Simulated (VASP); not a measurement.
Ti6H, 14 atoms in the cell. The cell holds a slab with vacuum, 14 atoms: a = 5.664 Å, b = 4.579 Å, c = 24.551 Å, α = 90.00°, β = 90.00°, γ = 90.00°. 

- Program: VASP 6.6.1
- Task: single point
- Functional: PBE
- Potentials or basis: VASP PAW PBE potentials, release 64 (Ti_sv, H)
- Cutoff: 520 eV
- k mesh: 5 × 6 × 1
- Occupations: gaussian, width 0.1 eV
- Spin: no spin polarisation
- Dipole correction: yes
- Further INCAR settings: ALGO = Normal; EDIFF = 1e-06; NBANDS = 86

Potentials or basis: VASP PAW PBE potentials, release 64 (Ti_sv, H).

Run with:

```console
$ cat potpaw_PBE.64/Ti_sv/POTCAR potpaw_PBE.64/H/POTCAR > POTCAR
$ mpirun -np 1 vasp_std > vasp.out
```

Hardware: 1 thread of Intel(R) Xeon(R) Platinum 8259CL CPU @ 2.50GHz (Skylake/Cascade Lake), with other jobs on the host.

Task: How long does it take, and how much memory?

Result: Run time: 53 min on 1 thread of Intel(R) Xeon(R) Platinum 8259CL CPU @ 2.50GHz (Skylake/Cascade Lake), with other jobs on the host, peak memory 0.89 GiB. Counts: scf iterations 39, k points 12.
